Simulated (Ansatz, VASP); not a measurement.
Two plane-wave programs on Cd

Contents of POSCAR:

```
Cd
1.0
    2.9617840135      0.0000000000      0.0000000000
   -1.4808920068      2.5649801962      0.0000000000
    0.0000000000      0.0000000000      6.0289062277
Cd
2
Direct
    0.3333333333      0.6666666667      0.2500000000
    0.6666666667      0.3333333333      0.7500000000
```

The input INCAR.step1:

```
SYSTEM = Cd
PREC     = Accurate       ! precision mode
ENCUT    = 520            ! plane-wave cutoff, eV
ISMEAR   = 0              ! smearing method
SIGMA    = 0.1            ! smearing width, eV
LREAL    = .FALSE.        ! projectors in reciprocal space
LASPH    = .TRUE.         ! aspherical terms in the spheres
NELM     = 60             ! most SCF steps
NBANDS   = 19             ! bands
GGA      = PE             ! functional
ALGO     = Normal         ! electronic algorithm
EDIFF    = 1E-4           ! SCF threshold, eV
LWAVE    = .TRUE.         ! write WAVECAR
LCHARG   = .FALSE.        ! write CHGCAR
```

INCAR.step2

```
SYSTEM = Cd
PREC     = Accurate       ! precision mode
ENCUT    = 520            ! plane-wave cutoff, eV
EDIFF    = 1E-6           ! SCF threshold, eV
ISMEAR   = 0              ! smearing method
SIGMA    = 0.1            ! smearing width, eV
LREAL    = .FALSE.        ! projectors in reciprocal space
LASPH    = .TRUE.         ! aspherical terms in the spheres
NELM     = 60             ! most SCF steps
ALGO     = Normal         ! electronic algorithm
ISIF     = 2              ! what is computed and relaxed
LWAVE    = .FALSE.        ! write WAVECAR
LCHARG   = .FALSE.        ! write CHGCAR
METAGGA  = R2SCAN         ! meta-GGA
LMIXTAU  = .TRUE.       
NBANDS   = 19             ! bands
ISTART   = 1
```

The input KPOINTS:

```
regular mesh
0
G
  24 24 10
  0 0 0
```

Input for Ansatz:

```yaml
crystal:
  lattice:
    - [2.9617840135, 0.0, 0.0]
    - [-1.4808920068, 2.5649801962, 0.0]
    - [0.0, 0.0, 6.0289062277]
  atoms:
    - { symbol: Cd, position: [0.3333333333, 0.6666666667, 0.25] }
    - { symbol: Cd, position: [0.6666666667, 0.3333333333, 0.75] }
basis:
  ecutwfc: 500
kpoints:
  mp_grid: { grid: [24, 24, 10] }
hamiltonian:
  xc: r2scan
scf:
  occupations: { method: gaussian, width: 0.1 }
output:
  forces: true
  stress: true
  eigenvalues: true
```

Change from the starting cell: strain along c alone, the other axes held, atoms relaxed: +4.0 %.

Alike in both runs: task single point; functional r2SCAN; k mesh 24 × 24 × 10; occupations gaussian, width 0.1 eV; no spin polarisation.

```csv
,VASP,Ansatz
version,VASP 6.6.1,Ansatz 0.2.0
potentials or method,"VASP PAW PBE potentials, release 64 (Cd), cutoff 520 eV","scalar-relativistic, plane waves, PAW"
valence electrons in the cell,24,40
```

```csv
,VASP,Ansatz,Ansatz less VASP
gap on the k mesh at the Fermi level (eV),none,none,-
pressure (GPa),-0.8,-1.1,-0.31
"traceless stress, the component that is largest in VASP (GPa)",-0.78,-0.60,+0.181
```

VASP's potentials were made for PBE, not for r2SCAN. A gap of «none» marks a metal or a gap that the smearing closes. VASP's potentials hold 24 valence electrons a cell and Ansatz's 40, so a difference there can come from the potentials and not from the codes.
